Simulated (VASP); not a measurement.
The system is HgTe.

```xyz
2
Lattice="0.0000 3.1800 3.1800 3.1800 0.0000 3.1800 3.1800 3.1800 0.0000" Properties=species:S:1:pos:R:3 pbc="T T T"
Hg    0.0000    0.0000    0.0000
Te    3.1800    3.1800    3.1800
```

- Program: VASP 6.6.1
- Task: relaxation of cell and atoms
- Functional: revPBE
- Dispersion: D4
- Potentials or basis: VASP PAW PBE potentials, release 64 (Hg, Te)
- Cutoff: 600 eV
- k mesh: 7 × 7 × 7
- Occupations: fermi-dirac, width 0.05 eV
- Spin: no spin polarisation

At the start: pressure -5.9 GPa; volume 32.16 Å³/atom.

Task: How do energy, volume and symmetry change on relaxing?

Result: Over 3 steps the energy falls by 104.9 meV/atom and the volume is 27.36 Å³/atom (-14.9 %); space group Fm-3m (No. 225, to 0.05 Å).

The path:
| step | energy change (eV) | largest force (eV/Å) | pressure (GPa) | volume (Å³) |
| --- | --- | --- | --- | --- |
| 1 | 0.0000 | 0.0000 | -5.89 | 64.31 |
| 2 | -0.2077 | 0.0000 | 0.87 | 53.93 |
| 3 | -0.2099 | 0.0000 | 0.02 | 54.72 |

Final structure:
```
CELL_PARAMETERS angstrom
0.00000 3.01328 3.01328
3.01328 0.00000 3.01328
3.01328 3.01328 0.00000
ATOMIC_POSITIONS crystal
Hg 0.00000 0.00000 0.00000
Te 0.50000 0.50000 0.50000
```

Caveat: the PAW data sets were made with another functional, which shifts forces and pressure a little; the volume moved by -15 % from the deposited cell, more than functionals usually miss; pairwise dispersion overbinds metals, which lowers pressure and volume.
